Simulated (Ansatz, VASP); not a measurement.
**Two plane-wave programs on CdTe**

File INCAR:

```
  PREC = Accurate
  ENCUT = 520
  EDIFF = 1E-6
  ISMEAR = 0
  SIGMA = 0.05
  LREAL = F
  LASPH = T
  NELM = 80
  ALGO = Normal
  ISIF = 2
  LWAVE = F
  LCHARG = T
  GGA = PE
  LELF = T
  LVHAR = T
  NBANDS = 16
```

Contents of KPOINTS:

```
Automatic mesh
0
Gamma
  8 8 8
```

Contents of POSCAR:

```
CdTe
1.0
    0.0000000000      3.1569250000      3.1088500000
    3.1569250000      0.0000000000      3.1088500000
    3.1569250000      3.1569250000      0.0000000000
Cd Te
1 1
Direct
    0.0000000000      0.0000000000      0.0000000000
    0.7500000000      0.7500000000      0.7500000000
```

Input for Ansatz:

```yaml
crystal:
  lattice:
    - [0.0, 3.156925, 3.10885]
    - [3.156925, 0.0, 3.10885]
    - [3.156925, 3.156925, 0.0]
  atoms:
    - { symbol: Cd, position: [0.0, 0.0, 0.0] }
    - { symbol: Te, position: [0.75, 0.75, 0.75] }
basis:
  ecutwfc: 420
kpoints:
  mp_grid: { grid: [8, 8, 8] }
hamiltonian:
  xc: pbe
scf:
  occupations: { method: gaussian, width: 0.05 }
output:
  forces: true
  stress: true
  eigenvalues: true
```

Change from the starting cell: strain -0.015 along x and y, -0.030 along z, atoms carried along.

Alike in both runs: task single point; functional PBE; k mesh 8 × 8 × 8; occupations gaussian, width 0.05 eV; no spin polarisation.

|  | VASP | Ansatz |
| --- | --- | --- |
| version | VASP 6.6.1 | Ansatz 0.2.0 |
| potentials or method | VASP PAW PBE potentials, release 64 (Cd, Te), cutoff 520 eV | scalar-relativistic, plane waves, PAW |
| valence electrons in the cell | 18 | 36 |

|  | VASP | Ansatz | Ansatz less VASP |
| --- | --- | --- | --- |
| gap on the k mesh at the Fermi level (eV) | 1.03 | 1.02 | -0.003 |
| least direct gap on the mesh (eV) | 1.03 | 1.02 | -0.003 |
| pressure (GPa) | 8.2 | 8.0 | -0.20 |
| traceless stress, the component that is largest in VASP (GPa) | 0.09 | 0.09 | +0.001 |

VASP's potentials hold 18 valence electrons a cell and Ansatz's 36, so a difference there can come from the potentials and not from the codes.

Spin-orbit coupling is off throughout.
